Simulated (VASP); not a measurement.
A run of VASP 6.6.1:

The input INCAR:

```
  ALGO = Normal
  EDIFF = 1E-6
  ENCUT = 520
  GGA = PE
  ISIF = 2
  ISMEAR = -1
  ISYM = 0
  LASPH = True
  LCHARG = False
  LREAL = False
  LWAVE = False
  NBANDS = 12
  NELM = 100
  PREC = Accurate
  SIGMA = 0.05
```

KPOINTS

```
k-points
0
Gamma
  14 14 16
```

File POSCAR:

```
Ga
1.0
   -1.3901671504      1.3901671504      2.2735800000
    1.3901671504     -1.3901671504      2.2735800000
    1.3901671504      1.3901671504     -2.2735800000
Ga
1
Direct
    0.0000000000      0.0000000000      0.0000000000
```

Potentials or basis: VASP PAW PBE potentials, release 64 (Ga_d).

The run is started by

```sh
$ cat potpaw_PBE.64/Ga_d/POTCAR > POTCAR
$ mpirun -np 1 vasp_std > vasp.out
```

Hardware: 1 thread of AMD EPYC 9R45 96-Core Processor (Zen 5) (shared host).

Problem. How long does it take, and how much memory?

Solution. Wall time 2 min on 1 thread of AMD EPYC 9R45 96-Core Processor (Zen 5) (shared host), peak memory 0.38 GiB. Counts: scf iterations 10, k points 1572.
